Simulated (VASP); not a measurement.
# Bi2Te3 (P-1) in VASP: electric field gradients with PBEsol

Aim: the electric field gradients of Bi2Te3 with PBEsol.

All numbers are computed with VASP 6.6.1; they aren't measurements. Logs are shortened: lines on timing, memory, paths and dates and some standing lists are left out, and cuts for length are marked.

## (1) The cell of the first run

The typed cell holds 5 atoms: a = 10.405 Å, b = 10.501 Å, c = 10.526 Å, α = 24.29°, β = 23.97°, γ = 24.22°.

## (2) Electric field gradients, PBEsol (equal xy, yz and zx shear strains of -2 %)

INCAR

```
SYSTEM = Bi2Te3
  PREC = Accurate
  ENCUT = 520
  EDIFF = 1E-8
  ISMEAR = -1
  SIGMA = 0.08
  LREAL = .False.
  LASPH = .True.
  NELM = 60
  ALGO = Normal
  ISIF = 2
  LWAVE = .False.
  LCHARG = .False.
  GGA = PS
  LEFG = .True.
  NBANDS = 32
  KPAR = 4
```

KPOINTS

```
regular mesh
0
Gamma
  7 7 7
  0 0 0
```

POSCAR

```
Bi2Te3
1.0
    2.0786825638      1.1425427571     10.1310786998
   -2.3073185530      1.1864027683     10.1749387110
   -0.0763341108     -2.6339156254     10.1909925892
Bi Te
2 3
Direct
    0.4000000000      0.4000000000      0.4000000000
    0.6000000000      0.6000000000      0.6000000000
    0.0000000000      0.0000000000      0.0000000000
    0.2095000000      0.2095000000      0.2095000000
    0.7905000000      0.7905000000      0.7905000000
```

Potentials or basis: VASP PAW PBE potentials, release 64 (Bi_d, Te).

Started as:

```console
$ cat potpaw_PBE.64/Bi_d/POTCAR potpaw_PBE.64/Te/POTCAR > POTCAR
$ mpirun -np 4 vasp_std > vasp.out
```

OUTCAR:

```text
SYSTEM = Bi2Te3
   PREC = Accurate
   ENCUT = 520
   EDIFF = 1E-8
   ISMEAR = -1
   LREAL = .False.
   LASPH = .True.
   NELM = 60
   ISIF = 2
   GGA = PS

 ion  position               nearest neighbor table
   1  0.400  0.400  0.400-   5 3.05   5 3.08   5 3.10   3 3.22   3 3.25   3 3.27
   2  0.600  0.600  0.600-   4 3.05   4 3.08   4 3.10   3 3.22   3 3.25   3 3.27
   3  0.000  0.000  0.000-   2 3.22   1 3.22   2 3.25   1 3.25   2 3.27   1 3.27
   4  0.209  0.209  0.209-   2 3.05   2 3.08   2 3.10   5 3.60   5 3.64   5 3.67
   5  0.791  0.791  0.791-   1 3.05   1 3.08   1 3.10   4 3.60   4 3.64   4 3.67

  LATTYP: Found a triclinic cell.
 ALAT       =     4.3864396950
 B/A-ratio  =     1.0085784349
 C/A-ratio  =     2.3720947870
 COS(alpha) =     0.0094557751
 COS(beta)  =     0.1889226525
 COS(gamma) =     0.5128311706

  Lattice vectors:

 A1 = (  -4.3860011168,   0.0438600112,   0.0438600112)
 A2 = (  -2.2309844422,   3.8203183937,  -0.0160538782)
 A3 = (  -2.0786825638,  -1.1425427571, -10.1310786998)

Analysis of symmetry for initial positions (statically):
=====================================================================
 Subroutine PRICEL returns:
 Original cell was already a primitive cell.

 Routine SETGRP: Setting up the symmetry group for a
 triclinic supercell.

 Subroutine GETGRP returns: Found  2 space group operations
 (whereof  2 operations were pure point group operations)
 out of a pool of  2 trial point group operations.

The static configuration has the point symmetry S_2 .

Analysis of symmetry for dynamics (positions and initial velocities):
=====================================================================
 Subroutine PRICEL returns:
 Original cell was already a primitive cell.

 Routine SETGRP: Setting up the symmetry group for a
 triclinic supercell.

 Subroutine GETGRP returns: Found  2 space group operations
 (whereof  2 operations were pure point group operations)
 out of a pool of  2 trial point group operations.

The dynamic configuration has the point symmetry S_2 .

 Subroutine INISYM returns: Found  2 space group operations
 (whereof  2 operations are pure point group operations),
 and found     1 'primitive' translations

----------------------------------------------------------------------------------------

                                     Primitive cell

  volume of cell :     169.3062

  direct lattice vectors                    reciprocal lattice vectors
     2.078682564  1.142542757 10.131078700     0.229705380  0.134296130  0.036430115
    -2.307318553  1.186402768 10.174938711    -0.226382995  0.129689176  0.031823162
    -0.076334111 -2.633915625 10.190992589    -0.002328546 -0.262991466  0.030136900

  length of vectors
    10.405050734 10.500507045 10.526142141     0.268565012  0.262833134  0.264722810

  position of ions in fractional coordinates (direct lattice)
     0.400000000  0.400000000  0.400000000
     0.600000000  0.600000000  0.600000000
     0.000000000  0.000000000  0.000000000
     0.209500000  0.209500000  0.209500000
     0.790500000  0.790500000  0.790500000

  ion indices of the primitive-cell ions
   primitive index   ion index
                 1           1
                 2           2
                 3           3
                 4           4
                 5           5

----------------------------------------------------------------------------------------

 KPOINTS: regular mesh

Automatic generation of k-mesh.
 Grid dimensions read from file:
 generate k-points for:    7    7    7

 Generating k-lattice:

  Cartesian coordinates                     Fractional coordinates (reciprocal lattice)
     0.032815054  0.019185161  0.005204302     0.142857143  0.000000000  0.000000000
    -0.032340428  0.018527025  0.004546166     0.000000000  0.142857143  0.000000000
    -0.000332649 -0.037570209  0.004305271     0.000000000  0.000000000  0.142857143

  Length of vectors
[... 43 lines left out ...]
   NGX,Y,Z   is equivalent  to a cutoff of  12.78, 12.67, 12.63 a.u.
   NGXF,Y,Z  is equivalent  to a cutoff of  25.56, 25.33, 25.27 a.u.
 SYSTEM =  Bi2Te3
   PREC   = accura    normal or accurate (medium, high low for compatibility)
   ISTART =      0    job   : 0-new  1-cont  2-samecut
   ICHARG =      2    charge: 1-file 2-atom 10-const
   ISPIN  =      1    spin polarized calculation?
   LNONCOLLINEAR =      F non collinear calculations
   LSORBIT =      F    spin-orbit coupling
   LASPH  =      T    aspherical Exc in radial PAW
   ENCUT  =  520.0 eV  38.22 Ry    6.18 a.u.  19.35 19.52 19.57*2*pi/ulx,y,z
   NELM   =     60;   NELMIN=  2; NELMDL= -5     # of ELM steps
   EDIFF  = 0.1E-07   stopping-criterion for ELM
   LREAL  =      F    real-space projection
   EDIFFG = 0.1E-06   stopping-criterion for IOM
   NSW    =      0    number of steps for IOM
   IBRION =     -1    ionic relax: 0-MD 1-quasi-New 2-CG
   NFREE  =      0    steps in history (QN), initial steepest desc. (CG)
   ISIF   =      2    stress and relaxation
   ISYM   =      2    0-nonsym 1-usesym 2-fastsym
   POTIM  = 0.5000    time-step for ionic-motion
   TEBEG  =    0.0;   TEEND  =   0.0 temperature during run
   PSTRESS=    0.0 pullay stress
   NELECT =      48.0000    total number of electrons
   NUPDOWN=      -1.0000    fix difference up-down
   EMIN   =  10.00;   EMAX   =-10.00  energy-range for DOS
   EFERMI =   0.00;   METHOD = LEGACY
   ISMEAR =    -1;   SIGMA  =   0.08  broadening in eV -4-tet -1-fermi 0-gaus
   EFERMI_NEDOS =   21; number of points for ismear=-14 and -15
   IALGO  =     38    algorithm
   IMIX   =      4    mixing-type and parameters
     AMIX     =   0.40;   BMIX     =  1.00
     AMIX_MAG =   1.60;   BMIX_MAG =  1.00
  volume/ion in A,a.u.               =      33.86       228.51
  Fermi-wavevector in a.u.,A,eV,Ry     =   1.075468  2.032340 15.736933  1.156632
  Thomas-Fermi vector in A             =   2.211326
   LORBIT       =      0    0 simple, 1 ext, 2 COOP (PROOUT), +10 PAW based schemes
   GGA     = PS    functional components
   LHFCALC =     F    Hartree Fock is set to
   AEXX    =    0.0000 exact exchange contribution
   IVDW    =     0    specifies the selected vdW correction
   LEPSILON=     F    determine dielectric tensor
   LRPA    =     F    only Hartree local field effects (RPA)
 non-spin polarized calculation
  energy-cutoff  :      520.00
  volume of cell :      169.31
 maximum number of plane-waves:      4585
 NGX is ok and might be reduce to    80
   NGX = 39   NGY = 39   NGZ = 39

 number of electron      48.0000004 magnetization

 Free energy of the ion-electron system (eV)
  ---------------------------------------------------
  ext. energy  EPLUGINS =         0.00000000
  ---------------------------------------------------
  free energy    TOTEN  =       -20.27514823 eV

  energy without entropy =      -20.27318869  energy(sigma->0) =      -20.27416846

 E-fermi :   6.1888     XC(G=0):  -9.4934

 val. band max:        6.0713157879   @ k =   0.0000   0.0000   0.0000
 cond. band min:       6.2804011307   @ k =   0.0000   0.0000   0.0000
 fundamental gap:      0.2090853428
 Fermi energy:         6.1888318247

 k-point     1 :       0.0000    0.0000    0.0000
  band No.  band energies     occupation
      1     -17.0470      2.00000
      2     -17.0457      2.00000
      3     -17.0450      2.00000
      4     -17.0437      2.00000
      5     -17.0367      2.00000
      6     -17.0357      2.00000
[... 829 lines left out ...]
     31      10.9984      0.00000
     32      11.4893      0.00000

 [... further k-points ...]
[... 5 lines left out ...]
  --------------------------------------------------------------------------------------
  -------------------------------------------------------------------------------------
  Total       -1.0552462      0.1201635     -0.7880300      0.1193323      1.1536819      0.5401302
  in kB       -9.9859968      1.1371304     -7.4572792      1.1292642     10.9175127      5.1113556
  external PRESSURE =      -5.4353819 kB  Pullay stress =       0.0000000 kB

 VOLUME and BASIS-vectors are now :
 -----------------------------------------------------------------------------
  energy-cutoff  :      520.00
  volume of cell :      169.31
      direct lattice vectors                 reciprocal lattice vectors
     2.078682564  1.142542757 10.131078700     0.229705380  0.134296130  0.036430115
    -2.307318553  1.186402768 10.174938711    -0.226382995  0.129689176  0.031823162
    -0.076334111 -2.633915625 10.190992589    -0.002328546 -0.262991466  0.030136900

 POSITION                                       TOTAL-FORCE (eV/Angst)
 -----------------------------------------------------------------------------------
     -0.12199     -0.12199     12.19880        -0.026549     -0.053324      0.036951
     -0.18298     -0.18298     18.29821         0.026549      0.053324     -0.036951
      0.00000      0.00000      0.00000         0.000000     -0.000000      0.000000
     -0.06389     -0.06389      6.38912        -0.064694     -0.134014      0.094823
     -0.24108     -0.24108     24.10789         0.064694      0.134014     -0.094823
 -----------------------------------------------------------------------------------
    total drift:                               -0.000000     -0.000000     -0.000000

  FREE ENERGIE OF THE ION-ELECTRON SYSTEM (eV)
  ---------------------------------------------------
  free  energy   TOTEN  =       -20.2751482302 eV

  energy  without entropy=      -20.2731886853  energy(sigma->0) =      -20.27416846

 Electric field gradients (V/A^2)
---------------------------------------------------------------------
 ion       V_xx      V_yy      V_zz      V_xy      V_xz      V_yz
---------------------------------------------------------------------
   1       7.893   -34.141    26.248    -0.765   -17.342   -36.031
   2       7.893   -34.141    26.248    -0.765   -17.342   -36.031
   3     -45.640   -46.821    92.461   -13.568   -10.703   -12.395
   4      -3.740    -8.143    11.882    -9.792   -12.500   -14.291
   5      -3.740    -8.143    11.882    -9.792   -12.500   -14.291
---------------------------------------------------------------------

 Electric field gradients after diagonalization (V/A^2)
 (convention: |V_zz| > |V_xx| > |V_yy|)
----------------------------------------------------------------------
 ion       V_xx      V_yy      V_zz     asymmetry (V_yy - V_xx)/ V_zz
----------------------------------------------------------------------
   1      48.929     3.149   -52.077       0.879
   2      48.929     3.149   -52.077       0.879
   3     -61.549   -32.655    94.204       0.307
   4      21.518     4.068   -25.586       0.682
   5      21.518     4.068   -25.586       0.682
----------------------------------------------------------------------

           NMR quadrupolar parameters

 Cq : quadrupolar parameter    Cq=e*Q*V_zz/h
 eta: asymmetry parameters     (V_yy - V_xx)/ V_zz
 Q  : nuclear electric quadrupole moment in mb (millibarn)
----------------------------------------------------------------------
 ion       Cq(MHz)       eta       Q (mb)
----------------------------------------------------------------------
   1      -0.126       0.879       1.000
   2      -0.126       0.879       1.000
   3       0.228       0.307       1.000
   4      -0.062       0.682       1.000
   5      -0.062       0.682       1.000
----------------------------------------------------------------------
```

Wall time 29 min (4 MPI ranks of Intel Xeon Platinum 8259CL at 2.50GHz (Skylake/Cascade Lake), shared host); peak memory 1.5 GiB.

What came out:

- Free energy: -20.2751 eV
- Pressure: -0.5 GPa
- Largest force: 0.176 eV/Å
- Band gap on the k mesh: 0.21 eV
- Largest electric field gradient by atom: Bi -52.1; Te +94.2, -25.6 (each value once) V/Å²

Forces in eV/Å, atoms in the order of the input:
```
Bi  -0.027 -0.053  0.037
Bi   0.027  0.053 -0.037
Te   0.000  0.000  0.000
Te  -0.065 -0.134  0.095
Te   0.065  0.134 -0.095
```

Stress tensor (GPa, compression positive):
```
-1.00  0.11  0.51
 0.11  0.11  1.09
 0.51  1.09 -0.75
```

Levels at points of the mesh, in eV from the valence-band top:
```tsv
k point	band 21	band 22	band 23	band 24	band 25	band 26	band 27	band 28
(0.00, 0.00, 0.00)	-1.58	-0.89	-0.82	0.00	0.21	0.60	0.69	1.89
```

Electric field gradients, principal values (V/Å²):
| atom | least | middle | greatest (by size) |
| --- | --- | --- | --- |
| 1 Bi | 3.149 | 48.929 | -52.077 |
| 2 Bi | 3.149 | 48.929 | -52.077 |
| 3 Te | -32.655 | -61.549 | 94.204 |
| 4 Te | 4.068 | 21.518 | -25.586 |
| 5 Te | 4.068 | 21.518 | -25.586 |

Caveat: the cell differs from its parent crystal (equal xy, yz and zx shear strains of -2 %); without QUAD_EFG the Cq values of the log hold for a quadrupole moment of 1 mb, not for the nuclei; the PAW data sets were made with another functional, which shifts forces and pressure a little; spin-orbit coupling is left out, which moves the levels of the heavy elements. A k mesh can miss the band edges.
